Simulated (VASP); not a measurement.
A run of VASP 6.6.1:

File INCAR:

```
SYSTEM = Zr2Si2C
ALGO = Fast
EDIFF = 1E-6
ENCUT = 520
GGA = PE
ISIF = 2
ISMEAR = 0
LASPH = .True.
LCHARG = .False.
LREAL = .False.
LWAVE = .False.
NBANDS = 47
NELM = 60
PREC = Accurate
SIGMA = 0.2
```

Contents of KPOINTS:

```
k-points
0
Gamma
  6 6 2
  0 0 0
```

The input POSCAR:

```
Zr2Si2C
1.0
    3.5214821275     -0.0003116259      0.0003804446
   -1.7610117369      3.0498809984     -0.0002371379
    0.0016529206     -0.0004198635     14.8009695846
Zr Si C
4 4 2
Direct
    0.3334164629      0.6666504925      0.4163323126
    0.3334249190      0.6666621749      0.9163245359
    0.6665835158      0.3333434495      0.0836742086
    0.6665762838      0.3333347240      0.5836677657
    0.3333169279      0.6666709435      0.2124473223
    0.3333265464      0.6666736437      0.7124395696
    0.6666802773      0.3333305693      0.2875620399
    0.6666858392      0.3333365661      0.7875521141
   -0.0000082909      1.0000002864      0.5000006314
   -0.0000024815      0.9999971501      0.9999994999
```

Potentials or basis: VASP PAW PBE potentials, release 64 (Zr_sv, Si, C).

Command:

```sh
$ cat potpaw_PBE.64/Zr_sv/POTCAR potpaw_PBE.64/Si/POTCAR potpaw_PBE.64/C/POTCAR > POTCAR
$ mpirun -np 1 vasp_std > vasp.out
```

Hardware: 1 thread of Oxide Virtual Turin-like Processor, with other jobs on the host.

Q: How long does it take, and how much memory?

A: Wall time 16 min on 1 thread of Oxide Virtual Turin-like Processor, with other jobs on the host, peak memory 0.4 GiB. Counts: scf iterations 22, k points 40.
